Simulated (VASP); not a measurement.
# Al (P6_3/mmc) in VASP: notebook, part 2 of 2

VASP 6.6.1.

### Step 3. Single point, PBE+D3(BJ)

This run uses another cell than the first one, of 16.07 Å³/atom.

INCAR reads:

```
  ALGO = Normal
  EDIFF = 1E-6
  ENCUT = 520
  GGA = PE
  ISIF = 2
  ISMEAR = 0
  IVDW = 12
  LASPH = True
  LCHARG = False
  LREAL = False
  LWAVE = False
  NBANDS = 14
  NELM = 80
  PREC = Accurate
  SIGMA = 0.15
```

KPOINTS reads:

```
k-points
0
Gamma
  18 18 4
```

POSCAR reads:

```
Al
1.0
    2.7750000000      0.0000000000      0.0000000000
   -1.3875000000      2.4032204955      0.0000000000
    0.0000000000      0.0000000000      9.6403000000
Al
4
Direct
    0.0000000000      0.0000000000      0.0000000000
    0.3333333333      0.6666666667      0.2500000000
    0.0000000000      0.0000000000      0.5000000000
    0.6666666667      0.3333333333      0.7500000000
```

Potentials or basis: VASP PAW PBE potentials, release 64 (Al).

On the command line:

```console
$ cat potpaw_PBE.64/Al/POTCAR > POTCAR
$ mpirun -np 1 vasp_std > vasp.out
```

OUTCAR:

```text
EDIFF = 1E-6
   ENCUT = 520
   GGA = PE
   ISIF = 2
   ISMEAR = 0
   IVDW = 12
   LASPH = True
   LREAL = False
   NELM = 80
   PREC = Accurate
 IVDW          = 12

 ion  position               nearest neighbor table
   1  0.000  0.000  0.000-   2 2.89   4 2.89   2 2.89   4 2.89   4 2.89   2 2.89
   2  0.333  0.667  0.250-   1 2.89   3 2.89   1 2.89   3 2.89   1 2.89   3 2.89
   3  0.000  0.000  0.500-   2 2.89   4 2.89   2 2.89   4 2.89   4 2.89   2 2.89
   4  0.667  0.333  0.750-   1 2.89   3 2.89   1 2.89   3 2.89   1 2.89   3 2.89

  LATTYP: Found a hexagonal cell.
 ALAT       =     2.7750000000
 C/A-ratio  =     3.4739819820

  Lattice vectors:

 A1 = (   2.7750000000,   0.0000000000,   0.0000000000)
 A2 = (  -1.3875000000,   2.4032204955,   0.0000000000)
 A3 = (   0.0000000000,   0.0000000000,   9.6403000000)

Analysis of symmetry for initial positions (statically):
=====================================================================
 Subroutine PRICEL returns:
 Original cell was already a primitive cell.

 Routine SETGRP: Setting up the symmetry group for a
 hexagonal supercell.

 Subroutine GETGRP returns: Found 24 space group operations
 (whereof 12 operations were pure point group operations)
 out of a pool of 24 trial point group operations.

The static configuration has the point symmetry D_3d.
 The point group associated with its full space group is D_6h.

Analysis of symmetry for dynamics (positions and initial velocities):
=====================================================================
 Subroutine PRICEL returns:
 Original cell was already a primitive cell.

 Routine SETGRP: Setting up the symmetry group for a
 hexagonal supercell.

 Subroutine GETGRP returns: Found 24 space group operations
 (whereof 12 operations were pure point group operations)
 out of a pool of 24 trial point group operations.

The dynamic configuration has the point symmetry D_3d.
 The point group associated with its full space group is D_6h.

 Subroutine INISYM returns: Found 24 space group operations
[... 135 lines left out ...]
  volume of cell :       64.29
 maximum number of plane-waves:      1750
 NGX is ok and might be reduce to    24
   NGX = 11   NGY = 11   NGZ = 35

 number of electron      12.0000000 magnetization

 Free energy of the ion-electron system (eV)
  ---------------------------------------------------
  ext. energy  EPLUGINS =         0.00000000
  ---------------------------------------------------
  free energy    TOTEN  =       -14.89671921 eV

  energy without entropy =      -14.87975028  energy(sigma->0) =      -14.88823474

 E-fermi :   8.2706     XC(G=0): -10.2904

 val. band max:        8.2549862461   @ k =   0.3889   0.1111   0.0000
 cond. band min:       8.3008469922   @ k =   0.2778   0.1111   0.0000
 fundamental gap:      0.0458607462
 Fermi energy:         8.2706428573

 k-point     1 :       0.0000    0.0000    0.0000
  band No.  band energies     occupation
      1      -3.0446      2.00000
      2      -1.4659      2.00000
      3      -1.4582      2.00000
      4       3.1044      2.00000
      5       3.2709      2.00000
      6      10.6417      0.00000
      7      10.6485      0.00000
      8      19.6097      0.00000
      9      20.1273      0.00000
     10      20.1273      0.00000
     11      20.1809      0.00000
     12      20.1809      0.00000
     13      20.9283      0.00000
     14      21.0402      0.00000
[... 377 lines left out ...]
      1       2.1491      2.00000
      2       3.6473      2.00000
      3       3.6489      2.00000
      4       4.8286      2.00000
      5       6.3897      2.00000
      6       6.4032      2.00000
      7       8.2550      1.11735
      8       8.3224      0.62540
      9      10.5543      0.00000
     10      10.9039      0.00000
     11      12.0510      0.00000
     12      12.9792      0.00000
     13      13.2928      0.00000
     14      15.6394      0.00000

 [... further k-points ...]

------------------------ aborting loop because EDIFF is reached ----------------------------------------

 Edisp (eV)   -1.38286

 E8    (eV) :    -0.6187

  FORCE on cell =-STRESS in cart. coord.  units (eV):
  Direction    XX          YY          ZZ          XY          YZ          ZX
  --------------------------------------------------------------------------------------
  -------------------------------------------------------------------------------------
  Total       0.38194     0.38194    -1.60253     0.00000     0.00000     0.00000
  in kB       9.51836     9.51836   -39.93654     0.00000     0.00000     0.00000
  external pressure =       -6.97 kB  Pullay stress =        0.00 kB

 VOLUME and BASIS-vectors are now :
 -----------------------------------------------------------------------------
  energy-cutoff  :      520.00
  volume of cell :       64.29
      direct lattice vectors                 reciprocal lattice vectors
     2.775000000  0.000000000  0.000000000     0.360360360  0.208054151  0.000000000
    -1.387500000  2.403220495  0.000000000     0.000000000  0.416108302  0.000000000
     0.000000000  0.000000000  9.640300000     0.000000000  0.000000000  0.103731212

 POSITION                                       TOTAL-FORCE (eV/Angst)
 -----------------------------------------------------------------------------------
      0.00000      0.00000      0.00000        -0.000000      0.000000      0.000000
     -0.00000      1.60215      2.41007        -0.000000      0.000000     -0.000000
      0.00000      0.00000      4.82015        -0.000000      0.000000      0.000000
      1.38750      0.80107      7.23022         0.000000     -0.000000      0.000000
 -----------------------------------------------------------------------------------
    total drift:                               -0.000000     -0.000000      0.000000

  FREE ENERGIE OF THE ION-ELECTRON SYSTEM (eV)
  ---------------------------------------------------
  free  energy   TOTEN  =       -16.2795795891 eV

  energy  without entropy=      -16.2626106637  energy(sigma->0) =      -16.27109513
```

OSZICAR:

```text
N       E                     dE             d eps       ncg     rms          rms(c)
DAV:   1     0.617243836703E+01    0.61724E+01   -0.41683E+03  3108   0.658E+02
DAV:   2    -0.143349910332E+02   -0.20507E+02   -0.19035E+02  4032   0.901E+01
DAV:   3    -0.149867823987E+02   -0.65179E+00   -0.64618E+00  4176   0.129E+01
DAV:   4    -0.149911216827E+02   -0.43393E-02   -0.43388E-02  3706   0.133E+00
DAV:   5    -0.149911729713E+02   -0.51289E-04   -0.51288E-04  4140   0.148E-01    0.270E+00
DAV:   6    -0.149362481735E+02    0.54925E-01   -0.56652E-03  3600   0.428E-01    0.157E+00
DAV:   7    -0.148971690286E+02    0.39079E-01   -0.14436E-02  3594   0.642E-01    0.221E-01
DAV:   8    -0.148967429042E+02    0.42612E-03   -0.26980E-04  4268   0.881E-02    0.317E-02
DAV:   9    -0.148967192482E+02    0.23656E-04   -0.25831E-05  3864   0.241E-02    0.876E-03
DAV:  10    -0.148967192062E+02    0.42040E-07   -0.75378E-07  2774   0.575E-03
   1 F= -.16279580E+02 E0= -.16271095E+02  d E =-.169689E-01
```

stdout:

```text
POSCAR found type information on POSCAR Al
 POSCAR found :  1 types and       4 ions
 scaLAPACK will be used
 LDA part: xc-table for (Slater+PW92), standard interpolation
 POSCAR, INCAR and KPOINTS ok, starting setup
 FFT: planning ... GRIDC
 FFT: planning ... GRID_SOFT
 FFT: planning ... GRID
 WAVECAR not read
 entering main loop
```

Wall time 24 s (1 thread of Intel Xeon 6975P-C (Granite Rapids), shared host); peak memory 0.23 GiB.

Results:

| Item | Value |
| --- | --- |
| Free energy | -16.2796 eV |
| Pressure | -0.7 GPa |
| Band gap on the k mesh | zero (bands 6 and 7 overlap by 4.58 eV) |
| Dispersion energy per atom | -0.346 eV |

Stress tensor (GPa, compression positive):
```
 0.95  0.00  0.00
 0.00  0.95  0.00
 0.00  0.00 -3.99
```

Levels at points of the mesh, in eV from the Fermi level:
| k point | band 2 | band 3 | band 4 | band 5 | band 6 | band 7 | band 8 | band 9 | band 10 | band 11 |
| --- | --- | --- | --- | --- | --- | --- | --- | --- | --- | --- |
| (0.00, 0.00, 0.00) | -9.74 | -9.73 | -5.17 | -5.00 | 2.37 | 2.38 | 11.34 | 11.86 | 11.86 | 11.91 |
| (0.50, 0.00, 0.00) | -5.06 | -3.87 | -3.87 | -3.18 | -3.17 | 0.81 | 0.84 | 1.22 | 1.24 | 6.49 |
| (0.00, 0.00, 0.50) | -10.92 | -7.78 | -7.78 | -1.68 | -1.68 | 7.00 | 7.00 | 12.14 | 12.14 | 12.14 |
| (0.50, 0.00, 0.50) | -4.75 | -4.65 | -4.65 | -1.90 | -1.90 | -1.24 | -1.24 | 4.08 | 4.08 | 4.38 |

### Step 4. Single point, PBE+D3(BJ)

This run uses another cell than the first one, of 16.02 Å³/atom.

INCAR reads:

```
SYSTEM = Al
  ALGO = Normal
  EDIFF = 1E-7
  ENCUT = 520
  GGA = PE
  ISIF = 2
  ISMEAR = 0
  IVDW = 12
  LASPH = .TRUE.
  LCHARG = .FALSE.
  LREAL = .FALSE.
  LWAVE = .FALSE.
  NBANDS = 14
  NELM = 60
  PREC = Accurate
  SIGMA = 0.15
```

KPOINTS reads:

```
k-points
0
G
  18 18 4
  0 0 0
```

POSCAR reads:

```
Al
1.0
    2.8932000000      0.0000000000      0.0000000000
   -1.4466000000      2.5055846982      0.0000000000
    0.0000000000      0.0000000000      8.8418000000
Al
4
Direct
    0.0000000000      0.0000000000      0.0000000000
    0.3333333333      0.6666666667      0.2500000000
    0.0000000000      0.0000000000      0.5000000000
    0.6666666667      0.3333333333      0.7500000000
```

On the command line:

```console
$ cat potpaw_PBE.64/Al/POTCAR > POTCAR
$ mpirun -np 1 vasp_std > vasp.out
```

Wall time 28 s (1 thread of Intel Xeon 6975P-C (Granite Rapids), shared host); peak memory 0.23 GiB.

It converged, with:

```
Free energy                : -16.2638 eV
Pressure                   : -0.5 GPa
Band gap on the k mesh     : zero (bands 6 and 7 overlap by 6.67 eV)
Dispersion energy per atom : -0.347 eV
```

Stress tensor (GPa, compression positive):
```
-2.01  0.00  0.00
 0.00 -2.01  0.00
 0.00  0.00  2.53
```

Levels at points of the mesh, in eV from the Fermi level:
```
           k point  band 4  band 5  band 6  band 7  band 8  band 9
(0.00, 0.00, 0.00)   -4.31   -3.58    4.79    4.82    9.84    9.84
(0.50, 0.00, 0.00)   -3.99   -3.53   -3.38    0.92    1.39    1.98
(0.00, 0.00, 0.50)   -7.15    0.08    0.08   10.01   10.01   10.18
(0.50, 0.00, 0.50)   -5.05   -1.83   -1.83   -1.13   -1.13    5.10
```

### Step 5. Overview

| cell | gap on the mesh (eV) | pressure (GPa) |
| --- | --- | --- |
| a = 2.657, b = 2.657, c = 10.439 Å, angles 90.0, 90.0, 120.0°, 4 atoms | none | 3.6 |
| a = 2.775, b = 2.775, c = 9.640 Å, angles 90.0, 90.0, 120.0°, 4 atoms | none | -0.7 |
| a = 2.893, b = 2.893, c = 8.842 Å, angles 90.0, 90.0, 120.0°, 4 atoms | none | -0.5 |

Alike in all rows: task single point; level PBE+D3(BJ); potentials or basis VASP PAW PBE potentials, release 64 (Al); no spin polarisation; k mesh 18 × 18 × 4; cutoff (eV) 520; smearing gaussian 0.15 eV.

Caveats: the cell stands under pressure (at least some runs).

Total energies depend on the potentials used, so only differences within one code and one set of settings carry meaning.
